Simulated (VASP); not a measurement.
Input of a VASP 6.6.1 run:

Contents of POSCAR:

```
Sr
1.0
    4.3011985039      0.0000000000      0.0000000000
   -2.1505992519      3.7249471711      0.0000000000
    0.0000000000      0.0000000000      7.0445570100
Sr
2
Direct
    0.3333333333      0.6666666667      0.2500000000
    0.6666666667      0.3333333333      0.7500000000
```

Contents of INCAR.step1:

```
PREC = Accurate
ENCUT = 520
ISMEAR = -1
SIGMA = 0.05
LREAL = F
LASPH = T
NELM = 60
NBANDS = 17
GGA = PE
ALGO = Normal
EDIFF = 1E-4
LWAVE = T
LCHARG = F
```

INCAR.step2

```
PREC = Accurate
ENCUT = 520
EDIFF = 1E-8
ISMEAR = -1
SIGMA = 0.05
LREAL = F
LASPH = T
NELM = 60
ALGO = Normal
ISIF = 2
LWAVE = F
LCHARG = F
METAGGA = R2SCAN
LMIXTAU = T
LEFG = T
NBANDS = 17
ISTART = 1
```

Contents of KPOINTS:

```
Automatic mesh
0
Gamma
  11 11 6
```

Potentials or basis: VASP PAW PBE potentials, release 64 (Sr_sv).

The run is started by

```console
$ cat potpaw_PBE.64/Sr_sv/POTCAR > POTCAR
$ cp INCAR.step1 INCAR
$ mpirun -np 1 vasp_std > vasp.out
$ cp INCAR.step2 INCAR
$ mpirun -np 1 vasp_std > vasp.out
```

(1) What does it give for the pressure?

(2) Estimate the band gap on the k mesh.

Answers

(1) 0.2 GPa.

(2) zero (bands 10 and 11 overlap by 0.27 eV).

Caveat: without QUAD_EFG the Cq values of the log hold for a quadrupole moment of 1 mb, not for the nuclei; the PAW data sets were made with another functional, which shifts forces and pressure a little.
